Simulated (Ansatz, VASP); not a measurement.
**AlNi in VASP and in Ansatz**

```
Ni Al
1.0
     0.00000    2.07151    2.07151
     2.07151    0.00000    2.07151
     2.07151    2.07151    0.00000
Ni Al
1 1
Cartesian
  0.0000 0.0000 0.0000
  2.0715 2.0715 2.0715
```

Change from the starting cell: volume scaled by 0.62, to set the pressure.

Alike in both runs: task single point; functional PBE; k mesh 16 × 16 × 16; occupations fermi-dirac, width 0.05 eV; no spin polarisation.

|  | VASP | Ansatz |
| --- | --- | --- |
| version | VASP 6.6.1 | Ansatz 0.2.0 |
| potentials or method | VASP PAW PBE potentials, release 64 (Ni, Al) | PAW with Ansatz's default frozen-core files, scalar-relativistic |
| plane-wave cutoff (eV) | 520 | 420 |
| valence electrons in the cell | 13 | 21 |

|  | VASP | Ansatz | Ansatz less VASP |
| --- | --- | --- | --- |
| pressure (GPa) | 144.1 | 143.6 | -0.43 |

Both programs put the cell under a high pressure, so it lies far from rest at this level. The functional is the same, so the differences come from potentials, cutoffs and numerics. VASP's potentials hold 13 valence electrons a cell and Ansatz's 21, so a difference there can come from the potentials and not from the codes.

Noted on VASP's run: the cell as given lies far from equilibrium.
